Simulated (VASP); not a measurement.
Write the native input for VASP 6.6.1 that does the following.

- Task: single point
- Functional: PBE
- Potentials or basis: VASP PAW PBE potentials, release 64 (Ti_sv, Nb_sv, B)
- Cutoff: 520 eV
- k mesh: 6 × 6 × 4
- Occupations: gaussian, width 0.1 eV
- Spin: no spin polarisation
- Dipole correction: no
- Further INCAR settings: ALGO = Normal; EDIFF = 1e-06; NBANDS = 32

The structure of Ti2NbB3 lies in POSCAR:

```
Ti2NbB3
1.0
    3.4303487774      0.0000000000      0.0000000000
    0.0000000000      3.4303487774      0.0000000000
    0.0000000000      0.0000000000      7.5658076593
Ti Nb B
2 1 3
Direct
    0.0000000000      0.0000000000      0.5000000000
    0.0000000000      0.0000000000      0.0000000000
    0.5000000000      0.5000000000      0.0000000000
    0.5000000000      0.5000000000      0.7067288578
    0.5000000000      0.5000000000      0.2932711422
    0.5000000000      0.5000000000      0.5000000000
```

These files were run (other wordings do the same):

INCAR

```
SYSTEM = Ti2NbB3
PREC = Accurate ; ENCUT = 520
EDIFF = 1E-6 ; ISMEAR = 0
SIGMA = 0.1 ; LREAL = .FALSE.
LASPH = .TRUE. ; NELM = 100
ALGO = Normal ; ISIF = 2
LWAVE = .FALSE. ; LCHARG = .TRUE.
GGA = PE ; LELF = .TRUE.
LVHAR = .TRUE. ; NBANDS = 32
```

KPOINTS

```
Automatic mesh
0
G
  6 6 4
  0 0 0
```

Potentials or basis: VASP PAW PBE potentials, release 64 (Ti_sv, Nb_sv, B).

Command:

```bash
$ cat potpaw_PBE.64/Ti_sv/POTCAR potpaw_PBE.64/Nb_sv/POTCAR potpaw_PBE.64/B/POTCAR > POTCAR
$ mpirun -np 1 vasp_std > vasp.out
```

Results of the run:

```json
{
  "Pressure": "0.1 GPa",
  "Largest force": "0.016 eV/Å",
  "Band gap on the k mesh": "zero (band 23 reaches 7.24 eV, above the bottom of band 24 at 5.52 eV)"
}
```

Wall time 60 s on 1 thread of AMD EPYC 9R45 96-Core Processor (Zen 5), with other jobs on the host, peak memory 0.21 GiB.
